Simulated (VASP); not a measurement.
Set up this calculation in VASP 6.6.1, as the native input.

```yaml
Task: single point
Functional: BLYP
Potentials_or_basis: VASP PAW PBE potentials, release 64 (Pd)
Cutoff: 520 eV
k_mesh: 14 × 14 × 4
Occupations: fermi-dirac, width 0.1 eV
Spin: no spin polarisation
Dipole_correction: no
Further_INCAR_settings: ALGO = Normal; EDIFF = 1e-06; NBANDS = 28
```

The structure of Pd lies in POSCAR:

```
Pd
1.0
    2.7634504525      0.0000000000      0.0000000000
   -1.3817252263      2.3932182940      0.0000000000
    0.0000000000      0.0000000000      9.1294384778
Pd
4
Direct
    0.0000000000      0.0000000000      0.0000000000
    1.0000000000      0.0000000000      0.5000000000
    0.3333333333      0.6666666667      0.2500000000
    0.6666666667      0.3333333333      0.7500000000
```

This isn't the form of Pd at room conditions, which is fcc.

The input as run:

INCAR

```
SYSTEM = Pd
  PREC = Accurate
  ENCUT = 520
  EDIFF = 1E-6
  ISMEAR = -1
  SIGMA = 0.1
  LREAL = .False.
  LASPH = .True.
  NELM = 80
  ALGO = Normal
  ISIF = 2
  LWAVE = .False.
  LCHARG = .False.
  GGA = B5
  ALDAX = 1.0
  AGGAX = 1.0
  AGGAC = 1.0
  ALDAC = 0.0
  NBANDS = 28
```

KPOINTS

```
Automatic mesh
0
Gamma
  14 14 4
  0 0 0
```

Potentials or basis: VASP PAW PBE potentials, release 64 (Pd).

Run with:

```bash
$ cat potpaw_PBE.64/Pd/POTCAR > POTCAR
$ mpirun -np 1 vasp_std > vasp.out
```

It gave:

```
Pressure               : 14.3 GPa
Band gap on the k mesh : zero (bands 20 and 21 overlap by 0.90 eV)
```

Caveat: the cell stands under pressure; the PAW data sets were made with another functional, which shifts forces and pressure a little.

It took 3.6 min on 1 thread of Intel Xeon 8259CL, on a shared host, peak memory 0.24 GiB.
